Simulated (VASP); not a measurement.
# TiAl (Pm-3m) in VASP: a series of runs

TiAl is run at these levels: B3LYP+D3(BJ), PBE0; tasks: single point.

Everything below comes from runs of VASP 6.6.1. Logs are shortened: lines on timing, memory, paths and dates and some standing lists are left out, and cuts for length are marked.

### 1 The cell of the first run

Symmetry: Pm-3m, No. 221, cubic system. The conventional cell has a = 3.179 Å, b = 3.179 Å, c = 3.179 Å, α = 90.00°, β = 90.00°, γ = 90.00°. Within 3.6 Å of Ti (site symmetry m-3m) lie 8 Al at 2.75 Å and 6 Ti at 3.18 Å. Within 3.6 Å of Al (site symmetry m-3m) lie 8 Ti at 2.75 Å and 6 Al at 3.18 Å.

### 2 Single point, B3LYP+D3(BJ)

File POSCAR:

```
TiAl
1.0
    3.1790640000      0.0000000000      0.0000000000
    0.0000000000      3.1790640000      0.0000000000
    0.0000000000      0.0000000000      3.1790640000
Ti Al
1 1
Direct
    0.0000000000      0.0000000000      0.0000000000
    0.5000000000      0.5000000000      0.5000000000
```

File INCAR.step1:

```
PREC = Accurate
ENCUT = 400
EDIFF = 1E-5
ISMEAR = 1
SIGMA = 0.025
LREAL = False
LASPH = True
NELM = 120
ALGO = Normal
ISIF = 2
LWAVE = True
GGA = PE
NBANDS = 14
GGA_COMPAT = False
```

File INCAR.step2:

```
PREC = Accurate
ENCUT = 400
EDIFF = 1E-6
ISMEAR = 1
SIGMA = 0.025
LREAL = False
LASPH = True
NELM = 120
ALGO = Normal
ISIF = 2
LWAVE = False
LCHARG = True
GGA = B3
LHFCALC = True
AEXX = 0.2
AGGAX = 0.72
AGGAC = 0.81
ALDAC = 0.19
PRECFOCK = Normal
IVDW = 12
LELF = True
LVHAR = True
ISTART = 1
NBANDS = 14
GGA_COMPAT = False
```

File KPOINTS:

```
regular mesh
0
Gamma
  6 6 6
```

Potentials or basis: VASP PAW PBE potentials, release 64 (Ti_sv, Al).

Started as:

```bash
> cat potpaw_PBE.64/Ti_sv/POTCAR potpaw_PBE.64/Al/POTCAR > POTCAR
> cp INCAR.step1 INCAR
> mpirun -np 1 vasp_std > vasp.out
> cp INCAR.step2 INCAR
> mpirun -np 1 vasp_std > vasp.out
```

OUTCAR:

```text
PREC = Accurate
   ENCUT = 400
   EDIFF = 1E-6
   ISMEAR = 1
   LREAL = False
   LASPH = True
   NELM = 120
   ISIF = 2
   GGA = B3
   LHFCALC = True
   AEXX = 0.2
   PRECFOCK = Normal
   IVDW = 12
   ISTART = 1
 IVDW          = 12

 ion  position               nearest neighbor table
   1  0.000  0.000  0.000-   2 2.75   2 2.75   2 2.75   2 2.75   2 2.75   2 2.75   2 2.75   2 2.75

   2  0.500  0.500  0.500-   1 2.75   1 2.75   1 2.75   1 2.75   1 2.75   1 2.75   1 2.75   1 2.75

  LATTYP: Found a simple cubic cell.
 ALAT       =     3.1790640000

  Lattice vectors:

 A1 = (   3.1790640000,   0.0000000000,   0.0000000000)
 A2 = (   0.0000000000,   3.1790640000,   0.0000000000)
 A3 = (   0.0000000000,   0.0000000000,   3.1790640000)

Analysis of symmetry for initial positions (statically):
=====================================================================
 Subroutine PRICEL returns:
 Original cell was already a primitive cell.

 Routine SETGRP: Setting up the symmetry group for a
 simple cubic supercell.

 Subroutine GETGRP returns: Found 48 space group operations
 (whereof 48 operations were pure point group operations)
 out of a pool of 48 trial point group operations.

The static configuration has the point symmetry O_h .

Analysis of symmetry for dynamics (positions and initial velocities):
=====================================================================
 Subroutine PRICEL returns:
 Original cell was already a primitive cell.

 Routine SETGRP: Setting up the symmetry group for a
 simple cubic supercell.

 Subroutine GETGRP returns: Found 48 space group operations
 (whereof 48 operations were pure point group operations)
 out of a pool of 48 trial point group operations.

The dynamic configuration has the point symmetry O_h .

 Subroutine INISYM returns: Found 48 space group operations
 (whereof 48 operations are pure point group operations),
 and found     1 'primitive' translations

----------------------------------------------------------------------------------------

                                     Primitive cell

  volume of cell :      32.1290

  direct lattice vectors                    reciprocal lattice vectors
     3.179064000  0.000000000  0.000000000     0.314557996  0.000000000  0.000000000
     0.000000000  3.179064000  0.000000000     0.000000000  0.314557996  0.000000000
     0.000000000  0.000000000  3.179064000     0.000000000  0.000000000  0.314557996

  length of vectors
     3.179064000  3.179064000  3.179064000     0.314557996  0.314557996  0.314557996

  position of ions in fractional coordinates (direct lattice)
     0.000000000  0.000000000  0.000000000
     0.500000000  0.500000000  0.500000000

  ion indices of the primitive-cell ions
   primitive index   ion index
                 1           1
                 2           2

----------------------------------------------------------------------------------------

 KPOINTS: regular mesh

Automatic generation of k-mesh.
 Grid dimensions read from file:
 generate k-points for:    6    6    6

 Generating k-lattice:

  Cartesian coordinates                     Fractional coordinates (reciprocal lattice)
     0.052426333  0.000000000  0.000000000     0.166666667  0.000000000  0.000000000
     0.000000000  0.052426333  0.000000000     0.000000000  0.166666667  0.000000000
     0.000000000  0.000000000  0.052426333     0.000000000  0.000000000  0.166666667

  Length of vectors
     0.052426333  0.052426333  0.052426333

  Shift w.r.t. Gamma in fractional coordinates (k-lattice)
     0.000000000  0.000000000  0.000000000

 Subroutine IBZKPT returns following result:
 ===========================================

 Found     20 irreducible k-points:

 Following reciprocal coordinates:
            Coordinates               Weight
  0.000000  0.000000  0.000000      1.000000
  0.166667  0.000000  0.000000      6.000000
  0.333333  0.000000  0.000000      6.000000
  0.500000  0.000000  0.000000      3.000000
  0.166667  0.166667  0.000000     12.000000
  0.333333  0.166667  0.000000     24.000000
[... 12 lines left out ...]
  0.500000  0.500000  0.333333      6.000000
  0.500000  0.500000  0.500000      1.000000
   k-points           NKPTS =     20   k-points in BZ     NKDIM =    216   number of bands    NBANDS=     14
   number of dos      NEDOS =    301   number of ions     NIONS =      2
   total plane-waves  NPLWV =  13824
   dimension x,y,z NGX =    24 NGY =   24 NGZ =   24
   dimension x,y,z NGXF=    48 NGYF=   48 NGZF=   48
   ions per type =               1   1
   NGX,Y,Z   is equivalent  to a cutoff of  12.55, 12.55, 12.55 a.u.
   NGXF,Y,Z  is equivalent  to a cutoff of  25.10, 25.10, 25.10 a.u.
 SYSTEM =  unknown system
   PREC   = accura    normal or accurate (medium, high low for compatibility)
   ISTART =      1    job   : 0-new  1-cont  2-samecut
   ICHARG =      0    charge: 1-file 2-atom 10-const
   ISPIN  =      1    spin polarized calculation?
   LNONCOLLINEAR =      F non collinear calculations
   LSORBIT =      F    spin-orbit coupling
   LASPH  =      T    aspherical Exc in radial PAW
   ENCUT  =  400.0 eV  29.40 Ry    5.42 a.u.   5.18  5.18  5.18*2*pi/ulx,y,z
   NELM   =    120;   NELMIN=  2; NELMDL=  0     # of ELM steps
   EDIFF  = 0.1E-05   stopping-criterion for ELM
   LREAL  =      F    real-space projection
   EDIFFG = 0.1E-04   stopping-criterion for IOM
   NSW    =      0    number of steps for IOM
   IBRION =     -1    ionic relax: 0-MD 1-quasi-New 2-CG
   NFREE  =      0    steps in history (QN), initial steepest desc. (CG)
   ISIF   =      2    stress and relaxation
   ISYM   =      3    0-nonsym 1-usesym 2-fastsym
   POTIM  = 0.5000    time-step for ionic-motion
   TEBEG  =    0.0;   TEEND  =   0.0 temperature during run
   PSTRESS=    0.0 pullay stress
   NELECT =      15.0000    total number of electrons
   NUPDOWN=      -1.0000    fix difference up-down
   EMIN   =  10.00;   EMAX   =-10.00  energy-range for DOS
   EFERMI =   0.00;   METHOD = LEGACY
   ISMEAR =     1;   SIGMA  =   0.03  broadening in eV -4-tet -1-fermi 0-gaus
   EFERMI_NEDOS =   21; number of points for ismear=-14 and -15
   IALGO  =     38    algorithm
   IMIX   =      1    mixing-type and parameters
     AMIX     =   0.40;   BMIX     =  1.00
     AMIX_MAG =   1.60;   BMIX_MAG =  1.00
  volume/ion in A,a.u.               =      16.06       108.41
  Fermi-wavevector in a.u.,A,eV,Ry     =   1.270007  2.399964 21.945065  1.612917
  Thomas-Fermi vector in A             =   2.403017
   LORBIT       =      0    0 simple, 1 ext, 2 COOP (PROOUT), +10 PAW based schemes
   GGA     = B3    functional components
   LHFCALC =     T    Hartree Fock is set to
   PRECFOCK=normal    Normal, Fast or Accurate (Low or Medium for compatibility)
   ENCUT4O =  -1.0   cutoff for four orbital integrals eV
   NKREDX  =     1    reduce k-point grid by
   NKREDY  =     1    reduce k-point grid by
   NKREDZ  =     1    reduce k-point grid by
   AEXX    =    0.2000 exact exchange contribution
   HFSCREEN=    0.0000 screening length (either q_TF or 0.3 A-1)
   HFSCREENC=   0.0000 screening length for correlation (either q_TF or 0.3 A-1)
   ENCUTFOCK=  -1.0 apply spherical cutoff to Coloumb kernel
   IVDW    =    12    specifies the selected vdW correction
   LEPSILON=     F    determine dielectric tensor
   LRPA    =     F    only Hartree local field effects (RPA)
 non-spin polarized calculation
 Methfessel and Paxton  Order N= 1 SIGMA  =   0.03
  energy-cutoff  :      400.00
  volume of cell :       32.13
 maximum number of plane-waves:       624
 NGX is ok and might be reduce to    24
  NGX = 16; NGY = 16; NGZ = 16

 number of electron      14.9999993 magnetization

 Free energy of the ion-electron system (eV)
  ---------------------------------------------------
  ext. energy  EPLUGINS =         0.00000000
  ---------------------------------------------------
  free energy    TOTEN  =       -12.91538720 eV

  energy without entropy =      -12.91509580  energy(sigma->0) =      -12.91529006

 E-fermi :   9.4192     XC(G=0):  -8.8876

 val. band max:        8.8198914791   @ k =   0.3333   0.3333   0.1667
 cond. band min:       9.4319330131   @ k =   0.3333   0.1667   0.1667
 fundamental gap:      0.6120415339
 Fermi energy:         9.4192080505

 k-point     1 :       0.0000    0.0000    0.0000
  band No.  band energies     occupation
      1     -51.8412      2.00000
      2     -26.8867      2.00000
      3     -26.8867      2.00000
      4     -26.8867      2.00000
      5      -1.6342      2.00000
      6       6.8341      2.00000
      7       6.8341      2.00000
      8      11.8911      0.00000
      9      11.8911      0.00000
     10      11.8911      0.00000
     11      14.2073      0.00000
     12      14.2073      0.00000
     13      14.2073      0.00000
     14      18.8942      0.00000

 k-point     2 :       0.1667    0.0000    0.0000
  band No.  band energies     occupation
      1     -51.8367      2.00000
      2     -26.9396      2.00000
      3     -26.8828      2.00000
      4     -26.8828      2.00000
      5      -1.1532      2.00000
      6       6.5255      2.00000
      7       7.0516      2.00000
      8      11.1580      0.00000
      9      11.1580      0.00000
     10      11.9467      0.00000
     11      12.8744      0.00000
     12      15.2602      0.00000
     13      15.2602      0.00000
     14      18.2711      0.00000

 k-point     3 :       0.3333    0.0000    0.0000
  band No.  band energies     occupation
      1     -51.8281      2.00000
      2     -27.0437      2.00000
      3     -26.8751      2.00000
      4     -26.8751      2.00000
      5       0.2140      2.00000
      6       4.8766      2.00000
      7       7.5404      2.00000
      8      10.2543      0.00000
      9      10.2543      0.00000
     10      12.0613      0.00000
     11      12.3769      0.00000
     12      16.9909      0.00000
     13      17.2047      0.00000
     14      17.2047      0.00000

 k-point     4 :       0.5000    0.0000    0.0000
  band No.  band energies     occupation
      1     -51.8235      2.00000
      2     -27.0950      2.00000
      3     -26.8711      2.00000
      4     -26.8711      2.00000
      5       1.8926      2.00000
      6       2.8676      2.00000
      7       7.8127      2.00000
      8       9.8825     -0.00000
      9       9.8825     -0.00000
     10      12.1204      0.00000
     11      12.6789      0.00000
     12      16.3187      0.00000
     13      19.4375      0.00000
     14      19.4375      0.00000

 k-point     5 :       0.1667    0.1667    0.0000
  band No.  band energies     occupation
      1     -51.8322      2.00000
      2     -26.9372      2.00000
      3     -26.9323      2.00000
      4     -26.8790      2.00000
      5      -0.6892      2.00000
      6       6.6972      2.00000
      7       6.8996      2.00000
      8      10.2860      0.00000
      9      11.0581      0.00000
     10      11.5528      0.00000
     11      13.3019      0.00000
[... 208 lines left out ...]
 k-point    18 :       0.5000    0.3333    0.3333
  band No.  band energies     occupation
      1     -51.7987      2.00000
      2     -27.0493      2.00000
      3     -27.0003      2.00000
      4     -26.9944      2.00000
      5       3.8486      2.00000
      6       5.4321      2.00000
      7       6.0377      2.00000
      8      10.1651      0.00000
      9      10.2685      0.00000
     10      11.5394      0.00000
     11      12.5026      0.00000
     12      12.8475      0.00000
     13      15.4436      0.00000
     14      16.6772      0.00000

 k-point    19 :       0.5000    0.5000    0.3333
  band No.  band energies     occupation
      1     -51.7944      2.00000
      2     -27.0420      2.00000
      3     -27.0420      2.00000
      4     -26.9910      2.00000
      5       4.5270      2.00000
      6       5.5440      2.00000
      7       5.5440      2.00000
      8      10.1362      0.00000
      9      11.4218      0.00000
     10      12.0270      0.00000
     11      12.0270      0.00000
     12      12.4143      0.00000
     13      14.0810      0.00000
     14      16.7973      0.00000

 k-point    20 :       0.5000    0.5000    0.5000
  band No.  band energies     occupation
      1     -51.7913      2.00000
      2     -27.0345      2.00000
      3     -27.0345      2.00000
      4     -27.0345      2.00000
      5       5.3346      2.00000
      6       5.3346      2.00000
      7       5.3346      2.00000
      8      10.0141      0.00000
      9      12.4298      0.00000
     10      12.4298      0.00000
     11      12.6593      0.00000
     12      12.6593      0.00000
     13      12.6593      0.00000
     14      16.7386      0.00000

------------------------ aborting loop because EDIFF is reached ----------------------------------------

 Edisp (eV)   -1.95711

 E8    (eV) :    -1.3722

  FORCE on cell =-STRESS in cart. coord.  units (eV):
  Direction    XX          YY          ZZ          XY          YZ          ZX
  --------------------------------------------------------------------------------------
  -------------------------------------------------------------------------------------
  Total      -2.06029    -2.06029    -2.06029    -0.00000     0.00000    -0.00000
  in kB    -102.74048  -102.74048  -102.74048    -0.00000     0.00000    -0.00000
  external pressure =     -102.74 kB  Pullay stress =        0.00 kB

 VOLUME and BASIS-vectors are now :
 -----------------------------------------------------------------------------
  energy-cutoff  :      400.00
  volume of cell :       32.13
      direct lattice vectors                 reciprocal lattice vectors
     3.179064000  0.000000000  0.000000000     0.314557996  0.000000000  0.000000000
     0.000000000  3.179064000  0.000000000     0.000000000  0.314557996  0.000000000
     0.000000000  0.000000000  3.179064000     0.000000000  0.000000000  0.314557996

 POSITION                                       TOTAL-FORCE (eV/Angst)
 -----------------------------------------------------------------------------------
      0.00000      0.00000      0.00000         0.000000      0.000000      0.000000
      1.58953      1.58953      1.58953         0.000000      0.000000      0.000000
 -----------------------------------------------------------------------------------
    total drift:                               -0.000000      0.000000     -0.000000

  FREE ENERGIE OF THE ION-ELECTRON SYSTEM (eV)
  ---------------------------------------------------
  free  energy   TOTEN  =       -14.8724991054 eV

  energy  without entropy=      -14.8722077121  energy(sigma->0) =      -14.87240197
```

Run time: 8.8 min. Hardware: 1 thread of Intel Xeon Platinum 8488C (Sapphire Rapids), shared host; peak memory 0.16 GiB.

Results:

```yaml
Free_energy: -14.8725 eV
Pressure: -10.3 GPa
Band_gap_on_the_k_mesh: zero (an odd number of electrons rules out a gap without spin polarisation)
Dispersion_energy_per_atom: -0.979 eV
```

Caveat: the cell stands under tension; the PAW data sets were made with another functional, which shifts forces and pressure a little.

### 3 Single point, PBE0

This run uses another cell than the first one, of 16.71 Å³/atom.

File POSCAR:

```
TiAl
1.0
    3.2208985869      0.0000000000      0.0000000000
    0.0000000000      3.2208985869      0.0000000000
    0.0000000000      0.0000000000      3.2208985869
Ti Al
1 1
Direct
    0.0000000000      0.0000000000      0.0000000000
    0.5000000000      0.5000000000      0.5000000000
```

File INCAR.step1:

```
SYSTEM = TiAl
ALGO = Normal
EDIFF = 1E-5
ENCUT = 520
GGA = PE
ISIF = 2
ISMEAR = -1
LASPH = .True.
LREAL = .False.
LWAVE = .True.
NBANDS = 14
NELM = 100
PREC = Accurate
SIGMA = 0.05
```

File INCAR.step2:

```
SYSTEM = TiAl
AEXX = 0.25
ALGO = Normal
EDIFF = 1E-7
ENCUT = 520
GGA = PE
ISIF = 2
ISMEAR = -1
ISTART = 1
LASPH = .True.
LCHARG = .True.
LELF = .True.
LHFCALC = .True.
LREAL = .False.
LVHAR = .True.
LWAVE = .False.
NBANDS = 14
NELM = 100
PREC = Accurate
PRECFOCK = Normal
SIGMA = 0.05
```

File KPOINTS:

```
k-points
0
Gamma
  6 6 6
  0 0 0
```

Potentials or basis: VASP PAW PBE potentials, release 64 (Ti_sv, Al).

Started as:

```bash
> cat potpaw_PBE.64/Ti_sv/POTCAR potpaw_PBE.64/Al/POTCAR > POTCAR
> cp INCAR.step1 INCAR
> mpirun -np 1 vasp_std > vasp.out
> cp INCAR.step2 INCAR
> mpirun -np 1 vasp_std > vasp.out
```

It took 55 min on 1 thread of Intel Xeon 8259CL, shared host; peak memory 0.16 GiB.

Results (log left out):

```
Free energy            : -15.5174 eV
Pressure               : -6.8 GPa
Band gap on the k mesh : zero (an odd number of electrons rules out a gap without spin polarisation)
```

Levels at points of the mesh, in eV from the Fermi level:
| k point | band 3 | band 4 | band 5 | band 6 | band 7 | band 8 | band 9 | band 10 | band 11 | band 12 |
| --- | --- | --- | --- | --- | --- | --- | --- | --- | --- | --- |
| (0.00, 0.00, 0.00) | -37.21 | -37.21 | -11.37 | -2.69 | -2.69 | 2.66 | 2.66 | 2.66 | 4.68 | 4.68 |
| (0.50, 0.00, 0.00) | -37.20 | -37.20 | -7.82 | -6.87 | -1.70 | 0.61 | 0.61 | 2.89 | 3.35 | 6.89 |
| (0.50, 0.50, 0.00) | -37.38 | -37.18 | -6.43 | -3.44 | -3.44 | -2.71 | 1.39 | 1.39 | 3.07 | 5.06 |
| (0.50, 0.50, 0.50) | -37.35 | -37.35 | -4.18 | -4.18 | -4.18 | 0.60 | 3.02 | 3.02 | 3.02 | 3.13 |

Caveat: the cell stands under tension; the PAW data sets were made with another functional, which shifts forces and pressure a little.

The gap in the log of VASP goes by the Fermi energy; the results here count the filled bands.